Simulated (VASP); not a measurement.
# N (P4_2/mnm) in VASP: dielectric tensor with LDA

Aim: the dielectric tensor of N with LDA.

All numbers are computed with VASP 6.6.1; they aren't measurements. Logs are shortened: lines on timing, memory, paths and dates and some standing lists are left out, and cuts for length are marked.

## (1) The cell of the first run

It takes space group P4_2/mnm (No. 136, tetragonal). The conventional cell has a = 4.084 Å, b = 4.084 Å, c = 5.346 Å, α = 90.00°, β = 90.00°, γ = 90.00°. N (site symmetry m2m) has 1 N at 1.11 Å within 1.5 Å.

## (2) Dielectric tensor, LDA

The input, INCAR:

```
SYSTEM = N
PREC = Accurate
ENCUT = 520
EDIFF = 1E-8
ISMEAR = 0
SIGMA = 0.01
LREAL = .FALSE.
LASPH = .TRUE.
NELM = 100
ALGO = Normal
ISIF = 2
LWAVE = .FALSE.
LCHARG = .FALSE.
LEPSILON = .TRUE.
```

The input, KPOINTS:

```
regular mesh
0
G
  4 4 3
  0 0 0
```

The input, POSCAR:

```
N
1.0
    4.0840600000      0.0000000000      0.0000000000
    0.0000000000      4.0840600000      0.0000000000
    0.0000000000      0.0000000000      5.3459100000
N
4
Direct
    0.9042800000      0.9042800000      0.0000000000
    0.5957200000      0.4042800000      0.5000000000
    0.0957200000      0.0957200000      0.0000000000
    0.4042800000      0.5957200000      0.5000000000
```

Potentials or basis: VASP PAW LDA potentials, release 64 (N).

Started as:

```
$ cat potpaw_LDA.64/N/POTCAR > POTCAR
$ mpirun -np 1 vasp_std > vasp.out
```

OUTCAR:

```text
SYSTEM = N
   PREC = Accurate
   ENCUT = 520
   EDIFF = 1E-8
   ISMEAR = 0
   LREAL = .FALSE.
   LASPH = .TRUE.
   NELM = 100
   ISIF = 2
   LEPSILON = .TRUE.

 ion  position               nearest neighbor table
   1  0.904  0.904  0.000-   3 1.11
   2  0.596  0.404  0.500-   4 1.11
   3  0.096  0.096  0.000-   1 1.11
   4  0.404  0.596  0.500-   2 1.11

  LATTYP: Found a simple tetragonal cell.
 ALAT       =     4.0840600000
 C/A-ratio  =     1.3089695058

  Lattice vectors:

 A1 = (   4.0840600000,   0.0000000000,   0.0000000000)
 A2 = (   0.0000000000,   4.0840600000,   0.0000000000)
 A3 = (   0.0000000000,   0.0000000000,   5.3459100000)

Analysis of symmetry for initial positions (statically):
=====================================================================
 Subroutine PRICEL returns:
 Original cell was already a primitive cell.

 Routine SETGRP: Setting up the symmetry group for a
 simple tetragonal supercell.

 Subroutine GETGRP returns: Found 16 space group operations
 (whereof  8 operations were pure point group operations)
 out of a pool of 16 trial point group operations.

The static configuration has the point symmetry D_2h.
 The point group associated with its full space group is D_4h.

Analysis of symmetry for dynamics (positions and initial velocities):
=====================================================================
 Subroutine PRICEL returns:
 Original cell was already a primitive cell.

 Routine SETGRP: Setting up the symmetry group for a
 simple tetragonal supercell.

 Subroutine GETGRP returns: Found 16 space group operations
 (whereof  8 operations were pure point group operations)
 out of a pool of 16 trial point group operations.

The dynamic configuration has the point symmetry D_2h.
 The point group associated with its full space group is D_4h.

 Subroutine INISYM returns: Found 16 space group operations
 (whereof  8 operations are pure point group operations),
 and found     1 'primitive' translations

----------------------------------------------------------------------------------------

                                     Primitive cell

  volume of cell :      89.1674

  direct lattice vectors                    reciprocal lattice vectors
     4.084060000  0.000000000  0.000000000     0.244854385  0.000000000  0.000000000
     0.000000000  4.084060000  0.000000000     0.000000000  0.244854385  0.000000000
     0.000000000  0.000000000  5.345910000     0.000000000  0.000000000  0.187058892

  length of vectors
     4.084060000  4.084060000  5.345910000     0.244854385  0.244854385  0.187058892

  position of ions in fractional coordinates (direct lattice)
     0.904280000  0.904280000  0.000000000
     0.595720000  0.404280000  0.500000000
     0.095720000  0.095720000  0.000000000
     0.404280000  0.595720000  0.500000000

  ion indices of the primitive-cell ions
   primitive index   ion index
                 1           1
                 2           2
                 3           3
                 4           4

----------------------------------------------------------------------------------------

 KPOINTS: regular mesh

Automatic generation of k-mesh.
 Grid dimensions read from file:
 generate k-points for:    4    4    3

 Generating k-lattice:

  Cartesian coordinates                     Fractional coordinates (reciprocal lattice)
     0.061213596  0.000000000  0.000000000     0.250000000  0.000000000  0.000000000
     0.000000000  0.061213596  0.000000000     0.000000000  0.250000000  0.000000000
     0.000000000  0.000000000  0.062352964     0.000000000  0.000000000  0.333333333

  Length of vectors
     0.061213596  0.061213596  0.062352964

  Shift w.r.t. Gamma in fractional coordinates (k-lattice)
[... 79 lines left out ...]
 number of electron      20.0000002 magnetization

 E-fermi :  -6.5070     XC(G=0):  -7.0346

 val. band max:       -6.6010423816   @ k =   0.5000   0.5000   0.3333
 cond. band min:       0.1040442542   @ k =   0.0000   0.0000   0.0000
 fundamental gap:      6.7050866359
 Fermi energy:        -6.5069610994

 k-point     1 :       0.0000    0.0000    0.0000
  band No.  band energies     occupation
      1     -24.8561      2.00000
      2     -24.7906      2.00000
      3      -9.7589      2.00000
      4      -9.7589      2.00000
      5      -8.7307      2.00000
      6      -8.1363      2.00000
      7      -8.1363      2.00000
      8      -8.0412      2.00000
      9      -7.6682      2.00000
     10      -6.7974      2.00000
     11       0.1040      0.00000
     12       1.0213      0.00000
     13       1.3974      0.00000
     14       1.3974      0.00000
[... 173 lines left out ...]
      1     -24.7985      2.00000
      2     -24.7985      2.00000
      3     -10.1702      2.00000
      4     -10.1702      2.00000
      5      -8.5397      2.00000
      6      -8.5397      2.00000
      7      -8.3273      2.00000
      8      -8.3273      2.00000
      9      -6.6010      2.00000
     10      -6.6010      2.00000
     11       0.9552      0.00000
     12       0.9552      0.00000
     13       1.9603      0.00000
     14       1.9603      0.00000

  FORCE on cell =-STRESS in cart. coord.  units (eV):
  Direction    XX          YY          ZZ          XY          YZ          ZX
  --------------------------------------------------------------------------------------
  -------------------------------------------------------------------------------------
  Total       -0.8033911     -0.8033911     -0.4007806      0.0000000      0.0000000      0.0000000
  in kB      -14.4354959    -14.4354959     -7.2013089      0.0000000      0.0000000      0.0000000
  external PRESSURE =     -12.0241002 kB  Pullay stress =       0.0000000 kB

 VOLUME and BASIS-vectors are now :
 -----------------------------------------------------------------------------
  energy-cutoff  :      520.00
  volume of cell :       89.17
      direct lattice vectors                 reciprocal lattice vectors
     4.084060000  0.000000000  0.000000000     0.244854385  0.000000000  0.000000000
     0.000000000  4.084060000  0.000000000     0.000000000  0.244854385  0.000000000
     0.000000000  0.000000000  5.345910000     0.000000000  0.000000000  0.187058892

 POSITION                                       TOTAL-FORCE (eV/Angst)
 -----------------------------------------------------------------------------------
      3.69313      3.69313      0.00000         0.253879      0.253879      0.000000
      2.43296      1.65110      2.67295        -0.253879      0.253879     -0.000000
      0.39093      0.39093      0.00000        -0.253879     -0.253879     -0.000000
      1.65110      2.43296      2.67295         0.253879     -0.253879     -0.000000
 -----------------------------------------------------------------------------------
    total drift:                                0.000000      0.000000     -0.000000

  FREE ENERGIE OF THE ION-ELECTRON SYSTEM (eV)
  ---------------------------------------------------
  free  energy   TOTEN  =       -35.1901680034 eV

  energy  without entropy=      -35.1901680034  energy(sigma->0) =      -35.19016800

 HEAD OF MICROSCOPIC STATIC DIELECTRIC TENSOR (INDEPENDENT PARTICLE, excluding Hartree and local field effects)
 ------------------------------------------------------
           2.097297     0.000000     0.000000
           0.000000     2.097297     0.000000
           0.000000     0.000000     1.684072
 ------------------------------------------------------

 Free energy of the ion-electron system (eV)
  ---------------------------------------------------
  ---------------------------------------------------
  free energy    TOTEN  =        -0.18269700 eV

  energy without entropy =       -0.18269700

------------------------ aborting loop because EDIFF is reached ----------------------------------------

--------------------------------------- Ionic step        2  -------------------------------------------

------------------------ aborting loop because EDIFF is reached ----------------------------------------

--------------------------------------- Ionic step        3  -------------------------------------------

 Free energy of the ion-electron system (eV)
  ---------------------------------------------------
  ---------------------------------------------------
  free energy    TOTEN  =        -0.14570291 eV

  energy without entropy =       -0.14570291

------------------------ aborting loop because EDIFF is reached ----------------------------------------

 PIEZOELECTRIC TENSOR FIELD DIRECTION 3  (e Angst)
 -----------------------------------------------------------------------------
     0.00001 -0.00000  0.00000           ( -0.00000  0.00000  0.00000)
    -0.00000  0.00001  0.00000           (  0.00000 -0.00000  0.00000)
     0.00000  0.00000 -0.00010           (  0.00000  0.00000 -0.00000)

 PIEZOELECTRIC TENSOR FIELD DIRECTION 3  (C/m^2)
 -----------------------------------------------------------------------------
     0.00000 -0.00000  0.00000
    -0.00000  0.00000  0.00000
     0.00000  0.00000 -0.00002

 MACROSCOPIC STATIC DIELECTRIC TENSOR (including local field effects in DFT)
 ------------------------------------------------------
           1.680465     0.000000     0.000000
          -0.000000     1.680465     0.000000
           0.000000     0.000000     1.540455
 ------------------------------------------------------

 PIEZOELECTRIC TENSOR (including local field effects)  for field in x, y, z        (e  Angst)
          XX          YY          ZZ          XY          YZ          ZX
  --------------------------------------------------------------------------------
  x     0.00000     0.00000     0.00000     0.00000     0.00000     0.00000
  y     0.00000     0.00000     0.00000     0.00000     0.00000     0.00000
  z     0.00000     0.00000     0.00000     0.00000     0.00000     0.00000

 PIEZOELECTRIC TENSOR (including local field effects)  for field in x, y, z        (C/m^2)
          XX          YY          ZZ          XY          YZ          ZX
  --------------------------------------------------------------------------------
  x     0.00000     0.00000     0.00000     0.00000     0.00000     0.00000
  y     0.00000     0.00000     0.00000     0.00000     0.00000     0.00000
  z     0.00000     0.00000     0.00000     0.00000     0.00000     0.00000

 BORN EFFECTIVE CHARGES (including local field effects) (in |e|, cummulative output)
 ---------------------------------------------------------------------------------
 ion    1
    1     0.00000    -0.00215     0.00000
    2    -0.00215     0.00000     0.00000
    3     0.00000     0.00000     0.00000
 ion    2
    1     0.00000     0.00215     0.00000
    2     0.00215     0.00000     0.00000
    3     0.00000     0.00000     0.00000
 ion    3
    1     0.00000    -0.00215     0.00000
    2    -0.00215     0.00000     0.00000
    3     0.00000     0.00000     0.00000
 ion    4
    1     0.00000     0.00215     0.00000
    2     0.00215     0.00000     0.00000
    3     0.00000     0.00000     0.00000
```

Wall time 2.5 min (1 thread of AMD EPYC 7R43 (Zen 3), shared host); peak memory 0.15 GiB.

Results:

| Item | Value |
| --- | --- |
| Band gap on the k mesh | 6.71 eV (least direct gap 6.90 eV) |
| Electronic dielectric tensor (diagonal) | 1.68, 1.68, 1.54 |
| Born charges (mean of the diagonal) | N +0.00 e |

Levels at points of the mesh, in eV from the valence-band top:
```csv
k point,band 8,band 9,band 10,band 11,band 12,band 13
"(0.00, 0.00, 0.00)",-1.44,-1.07,-0.20,6.71,7.62,8.00
"(0.50, 0.00, 0.00)",-1.74,-0.24,-0.24,7.77,7.77,7.78
"(0.50, 0.50, 0.00)",-1.70,-0.03,-0.03,7.53,7.53,8.56
```

Electronic dielectric tensor:
```
1.68 0.00 0.00
0.00 1.68 0.00
0.00 0.00 1.54
```

Born effective charge tensors (e):
atom 1, N
```
0.00 0.00 0.00
0.00 0.00 0.00
0.00 0.00 0.00
```
atom 2, N
```
0.00 0.00 0.00
0.00 0.00 0.00
0.00 0.00 0.00
```
atom 3, N
```
0.00 0.00 0.00
0.00 0.00 0.00
0.00 0.00 0.00
```
atom 4, N
```
0.00 0.00 0.00
0.00 0.00 0.00
0.00 0.00 0.00
```

Caveat: the standard files for N, O and F lose accuracy on very short bonds; an odd mesh through Γ misses points on the zone boundary, where band edges can lie.
